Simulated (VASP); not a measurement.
Wanted: the native input for a VASP 6.6.1 run.

| Quantity | Value |
| --- | --- |
| Task | electric field gradients |
| Functional | PBEsol |
| Potentials or basis | VASP PAW PBE potentials, release 64 (Mg, I) |
| Cutoff | 520 eV |
| k mesh | 7 × 7 × 4 |
| Occupations | fermi-dirac, width 0.03 eV |
| Spin | no spin polarisation |
| Dipole correction | no |
| Further INCAR settings | ALGO = Normal; EDIFF = 1e-08; NBANDS = 15 |

The structure of MgI2 lies in POSCAR:

```
MgI2
1.0
    4.1258220994      0.0000000000      0.0000000000
   -2.0629110497      3.5730667495      0.0000000000
    0.0000000000      0.0000000000      6.8159449211
Mg I
1 2
Direct
    0.0000000000      0.0000000000      0.0000000000
    0.3333333333      0.6666666667      0.7576300000
    0.6666666667      0.3333333333      0.2423700000
```

This cell differs from its parent crystal: volume scaled by 0.98.

One way to write it, as run:

INCAR

```
ALGO     = Normal         # electronic algorithm
EDIFF    = 1E-8           # SCF threshold, eV
ENCUT    = 520            # plane-wave cutoff, eV
GGA      = PS             # functional
ISIF     = 2              # what is computed and relaxed
ISMEAR   = -1             # smearing method
LASPH    = T              # aspherical terms in the spheres
LCHARG   = F              # write CHGCAR
LEFG     = T            
LREAL    = F              # projectors in reciprocal space
LWAVE    = F              # write WAVECAR
NBANDS   = 15             # bands
NELM     = 60             # most SCF steps
PREC     = Accurate       # precision mode
SIGMA    = 0.03           # smearing width, eV
```

KPOINTS

```
k-points
0
Gamma
  7 7 4
```

Potentials or basis: VASP PAW PBE potentials, release 64 (Mg, I).

Run with:

```console
$ cat potpaw_PBE.64/Mg/POTCAR potpaw_PBE.64/I/POTCAR > POTCAR
$ mpirun -np 1 vasp_std > vasp.out
```

It gave:

The pressure is 0.4 GPa and the largest force is 0.061 eV/Å. The band gap on the k mesh is 3.47 eV, indirect (least direct gap 3.65 eV).

Caveat: without QUAD_EFG the Cq values of the log hold for a quadrupole moment of 1 mb, not for the nuclei; the PAW data sets were made with another functional, which shifts forces and pressure a little; spin-orbit coupling is left out, which moves the levels of the heavy elements; this functional lacks dispersion, which binds the layers, so the pressure and a relaxed spacing across them are unreliable.

Run time: 20 s on 1 thread of Intel(R) Xeon(R) 6975P-C (Granite Rapids) (shared host), peak memory 0.23 GiB.
